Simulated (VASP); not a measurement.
Write the native input for VASP 6.6.1 that does the following.

| Property | Result |
| --- | --- |
| Task | single point |
| Functional | PBE |
| Potentials or basis | VASP PAW PBE potentials, release 64 (Cu) |
| Cutoff | 520 eV |
| k mesh | 26 × 26 × 26 |
| Occupations | gaussian, width 0.1 eV |
| Spin | no spin polarisation |
| Dipole correction | no |
| Further INCAR settings | ALGO = Fast; EDIFF = 1e-07; NBANDS = 12 |

The structure of Cu lies in POSCAR:

```
Cu
1.0
    0.0000000000      1.8504314995      1.8504314995
    1.8504314995      0.0000000000      1.8504314995
    1.8504314995      1.8504314995      0.0000000000
Cu
1
Direct
    0.5000000000      0.5000000000      0.5000000000
```

These files were run (other wordings do the same):

INCAR

```
PREC = Accurate ; ENCUT = 520
EDIFF = 1E-7 ; ISMEAR = 0
SIGMA = 0.1 ; LREAL = False
LASPH = True ; NELM = 80
ALGO = Fast ; ISIF = 2
LWAVE = False ; LCHARG = False
GGA = PE ; NBANDS = 12
```

KPOINTS

```
regular mesh
0
Gamma
  26 26 26
```

Potentials or basis: VASP PAW PBE potentials, release 64 (Cu).

The run is started by

```bash
$ cat potpaw_PBE.64/Cu/POTCAR > POTCAR
$ mpirun -np 1 vasp_std > vasp.out
```

Results of the run:

The pressure is -6.6 GPa. The band gap on the k mesh is zero (an odd number of electrons rules out a gap without spin polarisation).

Caveat: the cell stands under tension.

Run time: 2.5 min on 1 thread of Intel Xeon 8259CL, with other jobs on the host, peak memory 0.18 GiB.
